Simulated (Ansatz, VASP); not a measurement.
This is a calculation of SnTe for VASP 6.6.1.

Contents of INCAR:

```
SYSTEM = SnTe
PREC     = Accurate       ! precision mode
ENCUT    = 520            ! plane-wave cutoff, eV
EDIFF    = 1E-6           ! SCF threshold, eV
ISMEAR   = -1             ! smearing method
SIGMA    = 0.05           ! smearing width, eV
LREAL    = .False.        ! projectors in reciprocal space
LASPH    = .True.         ! aspherical terms in the spheres
NELM     = 80             ! most SCF steps
ALGO     = Normal         ! electronic algorithm
ISIF     = 2              ! what is computed and relaxed
LWAVE    = .False.        ! write WAVECAR
LCHARG   = .True.         ! write CHGCAR
GGA      = PS             ! functional
IVDW     = 12             ! dispersion correction
LELF     = .True.         ! ELF
LVHAR    = .True.       
NBANDS   = 17             ! bands
```

Contents of KPOINTS:

```
regular mesh
0
Gamma
  7 7 7
  0 0 0
```

POSCAR

```
SnTe
1.0
    0.0000000000      3.1923133075      3.1923133075
    3.1923133075      0.0000000000      3.1923133075
    3.1923133075      3.1923133075      0.0000000000
Te Sn
1 1
Direct
    0.5000000000      0.5000000000      0.5000000000
    0.0000000000      0.0000000000      0.0000000000
```

Potentials or basis: VASP PAW PBE potentials, release 64 (Te, Sn_d).

Command:

```sh
$ cat potpaw_PBE.64/Te/POTCAR potpaw_PBE.64/Sn_d/POTCAR > POTCAR
$ mpirun -np 1 vasp_std > vasp.out
```

Problem. Set up the same calculation for Ansatz 0.2.0. Potentials there: Ansatz PAW.

Solution. As run (the cutoff follows the program's own potentials):

input.yaml

```yaml
crystal:
  lattice:
    - [0.0, 3.1923133075, 3.1923133075]
    - [3.1923133075, 0.0, 3.1923133075]
    - [3.1923133075, 3.1923133075, 0.0]
  atoms:
    - { symbol: Te, position: [0.5, 0.5, 0.5] }
    - { symbol: Sn, position: [0.0, 0.0, 0.0] }
hamiltonian:
  xc: pbesol
  pseudopotentials: { kind: paw }
  dispersion: d3bj
kpoints:
  mp_grid: { grid: [7, 7, 7] }
scf:
  occupations: { method: fermi_dirac, width: 0.05 }
output:
  forces: true
  stress: true
  eigenvalues: true
```

Potentials or basis: Ansatz PAW.

Command:

```console
$ ansatz run input.yaml --threads 2 --pin off --max-ram 5120MiB --backend cpu --events-out ev --progress --plain --runs-dir out
```

Both were run:

|  | VASP | Ansatz | Ansatz less VASP |
| --- | --- | --- | --- |
| pressure (GPa) | -3.8 | -3.8 | +0.02 |

VASP's potentials were made for PBE, not for PBEsol. VASP's potentials hold 20 valence electrons a cell and Ansatz's 30, so a difference there can come from the potentials and not from the codes.

Neither program's run includes spin-orbit coupling.
